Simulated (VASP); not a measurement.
Set up this calculation in VASP 6.6.1, as the native input.

```yaml
Task: single point
Functional: PBE
Potentials_or_basis: VASP PAW PBE potentials, release 64 (Ge_d, B, P)
Cutoff: 520 eV
k_mesh: 6 × 4 × 2
Occupations: gaussian, width 0.1 eV
Spin: no spin polarisation
Dipole_correction: no
Further_INCAR_settings: ALGO = Fast; EDIFF = 1e-06; NBANDS = 43
```

The structure of GeB4P lies in POSCAR:

```
GeB4P
1.0
    3.1820740906     -0.0417383683     -0.0123357434
    0.0662361933      4.9063880090     -0.0819260994
    0.0280878218     -0.0813856817      8.7228765602
Ge B P
2 8 2
Direct
    0.8344907727      0.5321629044      0.9597548486
    0.3330551481      0.9662980734      0.0404405991
    0.9133604978      0.3899979002      0.7299247703
    0.3486326804      0.8952637692      0.6555096892
    0.9121318650      0.2537463837      0.3056454399
    0.3871524424      0.7485684191      0.2879209518
    0.4128140538      0.2465416467      0.6941868301
    0.8879571400      0.7513816844      0.7121138557
    0.4127674811      0.1106241837      0.2701305788
    0.8485281935      0.6050153032      0.3444666554
    0.1045425722      0.9600301897      0.4465430844
    0.6045671531      0.5403695420      0.5533626968
```

The input as run:

INCAR

```
  ALGO = Fast
  EDIFF = 1E-6
  ENCUT = 520
  GGA = PE
  ISIF = 2
  ISMEAR = 0
  LASPH = T
  LCHARG = F
  LREAL = F
  LWAVE = F
  NBANDS = 43
  NELM = 60
  PREC = Accurate
  SIGMA = 0.1
```

KPOINTS

```
k-points
0
Gamma
  6 4 2
```

Potentials or basis: VASP PAW PBE potentials, release 64 (Ge_d, B, P).

The run is started by

```bash
$ cat potpaw_PBE.64/Ge_d/POTCAR potpaw_PBE.64/B/POTCAR potpaw_PBE.64/P/POTCAR > POTCAR
$ mpirun -np 1 vasp_std > vasp.out
```

Results of the run:

- Pressure: 0.1 GPa
- Largest force: 0.041 eV/Å
- Band gap on the k mesh: zero (bands 31 and 32 overlap by 2.20 eV)

Caveat: the k points lie up to 0.36 Å⁻¹ apart, too coarse for converged energies and pressures of a metal.

Run time: 110 s on 1 thread of Oxide Virtual Turin-like Processor (shared host), peak memory 0.28 GiB.
